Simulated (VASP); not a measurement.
# TiTe2: single point with r2SCAN

TiTe2:

```
CELL_PARAMETERS angstrom
0.00000 3.44012 3.44012
3.44012 0.00000 3.44012
3.44012 3.44012 0.00000
ATOMIC_POSITIONS crystal
Ti 0.00000 0.00000 0.00000
Te 0.25000 0.25000 0.25000
Te 0.75000 0.75000 0.75000
```

```json
{
 "Program": "VASP 6.6.1",
 "Task": "single point",
 "Functional": "r2SCAN",
 "Potentials or basis": "VASP PAW PBE potentials, release 64 (Ti_sv, Te)",
 "Cutoff": "520 eV",
 "k mesh": "4 × 4 × 4",
 "Occupations": "fermi-dirac, width 0.02 eV",
 "Spin": "no spin polarisation",
 "Dipole correction": "no",
 "Further INCAR settings": "ALGO = Normal; EDIFF = 1e-06; NBANDS = 19"
}
```

```yaml
Pressure: 0.5 GPa
Band_gap_on_the_k_mesh: zero (bands 12 and 13 overlap by 0.27 eV)
```

Levels at points of the mesh, in eV from the Fermi level:
```
           k point  band 10  band 11  band 12  band 13  band 14  band 15
(0.00, 0.00, 0.00)    -0.43    -0.43    -0.43    -0.07    -0.07     2.00
(0.50, 0.00, 0.00)    -2.96    -2.96    -2.62     0.04     0.04     0.77
(0.50, 0.50, 0.00)    -1.42    -1.42    -0.39     0.35     0.77     1.72
```

Wall time 110 s on 1 thread of Intel Xeon 8259CL, with other jobs on the host, peak memory 0.22 GiB.

Caveat: the k points lie up to 0.40 Å⁻¹ apart; the structure was generated, so it needn't be the stable form of TiTe2; the PAW data sets were made with another functional, which shifts forces and pressure a little; spin-orbit coupling is left out, which moves the levels of the heavy elements.
